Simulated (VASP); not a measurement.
Set up this calculation in VASP 6.6.1, as the native input.

* Task: single point
* Functional: PBE
* Potentials or basis: VASP PAW PBE potentials, release 64 (Er_3, Ru_pv, C), 4f in core
* Cutoff: 600 eV
* k mesh: 4 × 4 × 4
* Occupations: gaussian, width 0.1 eV
* Spin: collinear spin, ferromagnetic start
* Starting moments: [0.0, 0.0, 0.0, 1.0, 0.0] μB
* Dipole correction: no
* Further INCAR settings: ALGO = Normal; EDIFF = 1e-06; NBANDS = 34

The structure of Er3RuC lies in POSCAR:

```
Er3RuC
1.0
    5.1379351942      0.0000000000      0.0000000000
    0.0000000000      5.1379351942      0.0000000000
    0.0000000000      0.0000000000      4.6881683180
Er Ru C
3 1 1
Direct
    0.0000000000      0.5000000000      0.5000000000
    0.5000000000      0.0000000000      0.5000000000
    0.5000000000      0.5000000000      0.0000000000
    0.0000000000      0.0000000000      0.5000000000
    0.5000000000      0.5000000000      0.5000000000
```

The cell was generated, and may not be a known phase.

One way to write it, as run:

INCAR

```
SYSTEM = Er3RuC
ALGO = Normal
EDIFF = 1E-6
ENCUT = 600
GGA = PE
GGA_COMPAT = .FALSE.
ISIF = 2
ISMEAR = 0
ISPIN = 2
LASPH = .TRUE.
LCHARG = .TRUE.
LELF = .TRUE.
LMAXMIX = 6
LORBIT = 11
LREAL = .FALSE.
LVHAR = .TRUE.
LWAVE = .FALSE.
MAGMOM = 0 0 0 1 0
NBANDS = 34
NELM = 200
PREC = Accurate
SIGMA = 0.1
```

KPOINTS

```
k-points
0
G
  4 4 4
  0 0 0
```

Potentials or basis: VASP PAW PBE potentials, release 64 (Er_3, Ru_pv, C), 4f in core.

Run with:

```console
$ cat potpaw_PBE.64/Er_3/POTCAR potpaw_PBE.64/Ru_pv/POTCAR potpaw_PBE.64/C/POTCAR > POTCAR
$ mpirun -np 1 vasp_std > vasp.out
```

Results of the run:

- Pressure: 1.1 GPa
- Net moment: 0.00 μB per cell
- Valence electrons inside the program's atomic spheres: Er 8.63, 8.35 (each value once); Ru 12.86; C 2.30

Caveat: the magnetic or orbital state may not be the lowest; the moments typed at the start vanished in this run.

Wall time 2.6 min on 1 thread of Intel(R) Xeon(R) 6975P-C (Granite Rapids), with other jobs on the host, peak memory 0.39 GiB.
